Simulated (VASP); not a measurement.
A run of VASP 6.6.1 is set up as follows.

The input INCAR:

```
SYSTEM = SiC
PREC     = Accurate       ! precision mode
ENCUT    = 600            ! plane-wave cutoff, eV
EDIFF    = 1E-6           ! SCF threshold, eV
ISMEAR   = -1             ! smearing method
SIGMA    = 0.05           ! smearing width, eV
LREAL    = .False.        ! projectors in reciprocal space
LASPH    = .True.         ! aspherical terms in the spheres
NELM     = 120            ! most SCF steps
ALGO     = Normal         ! electronic algorithm
ISIF     = 2              ! what is computed and relaxed
LWAVE    = .False.        ! write WAVECAR
LCHARG   = .False.        ! write CHGCAR
GGA      = B5             ! functional
ALDAX    = 1.0          
AGGAX    = 1.0          
AGGAC    = 1.0          
ALDAC    = 0.0          
NBANDS   = 11             ! bands
GGA_COMPAT= .False.
```

Contents of KPOINTS:

```
regular mesh
0
Gamma
  10 10 10
  0 0 0
```

POSCAR

```
SiC
1.0
    0.0000000000      2.1934308841      2.1934308841
    2.1934308841      0.0000000000      2.1934308841
    2.1934308841      2.1934308841      0.0000000000
Si C
1 1
Direct
    0.0000000000      0.0000000000      0.0000000000
    0.7500000000      0.7500000000      0.7500000000
```

Potentials or basis: VASP PAW PBE potentials, release 64 (Si, C).

The run is started by

```console
$ cat potpaw_PBE.64/Si/POTCAR potpaw_PBE.64/C/POTCAR > POTCAR
$ mpirun -np 1 vasp_std > vasp.out
```

Task: Estimate the pressure.

Result: 3.9 GPa.

Task: What does it give for the band gap on the k mesh?

Result: 1.72 eV (least direct gap 4.81 eV).

Caveat: the cell stands under pressure; the PAW data sets were made with another functional, which shifts forces and pressure a little. A k mesh can miss the band edges.
